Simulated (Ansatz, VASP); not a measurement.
## Pt in VASP and in Ansatz

The input INCAR:

```
PREC = Accurate
ENCUT = 520
EDIFF = 1E-7
ISMEAR = 1
SIGMA = 0.1
LREAL = False
LASPH = True
NELM = 100
ALGO = Normal
ISIF = 2
LWAVE = False
LCHARG = False
GGA = PS
NBANDS = 17
```

The input KPOINTS:

```
regular mesh
0
Gamma
  7 7 4
```

POSCAR

```
Pt
1.0
    2.7232717144     -0.0103115876     -0.0023497018
   -1.3708024052      2.3557469521      0.0008455176
   -0.0044648384     -0.0025987875      4.7505245192
Pt
2
Direct
    0.7423840609      0.2726337576      0.7298871057
    0.2406647631      0.7676282018      0.2292690073
```

Input for Ansatz:

```yaml
crystal:
  lattice:
    - [2.7232717143634457, -0.01031158760537433, -0.0023497017737016328]
    - [-1.370802405204743, 2.3557469521109162, 0.0008455175921294766]
    - [-0.004464838365462528, -0.0025987874849703312, 4.750524519195157]
  atoms:
    - { symbol: Pt, position: [0.7423840608804726, 0.27263375759069025, 0.7298871057086513] }
    - { symbol: Pt, position: [0.24066476313686685, 0.7676282017522786, 0.22926900727899824] }
kpoints:
  mp_grid:
    grid: [7, 7, 4]
hamiltonian:
  xc: pbesol
  pseudopotentials:
    kind: paw
scf:
  occupations:
    method: cold
output:
  forces: true
  stress: true
```

Alike in both runs: task single point; functional PBEsol; k mesh 7 × 7 × 4; no spin polarisation.

|  | VASP | Ansatz |
| --- | --- | --- |
| version | VASP 6.6.1 | Ansatz 0.2.0 |
| potentials or method | VASP PAW PBE potentials, release 64 (Pt) | plane waves, PAW |
| plane-wave cutoff (eV) | 520 | 420 |
| occupations | methfessel-paxton of order 1, width 0.1 eV | cold |
| valence electrons in the cell | 20 | 36 |

```tsv
	VASP	Ansatz	Ansatz less VASP
pressure (GPa)	-0.2	0.2	+0.41
traceless stress, the component that is largest in VASP (GPa)	-0.34	-0.46	-0.120
rms of the force components (eV/Å)	0.030	0.031	+0.0008
```

VASP's potentials were made for PBE, not for PBEsol. Atom by atom the forces differ by 0.001 eV/Å (rms over components). VASP's potentials hold 20 valence electrons a cell and Ansatz's 36, so a difference there can come from the potentials and not from the codes.

The k mesh is coarse, so the values compare programs but aren't converged. Neither program's run includes spin-orbit coupling.
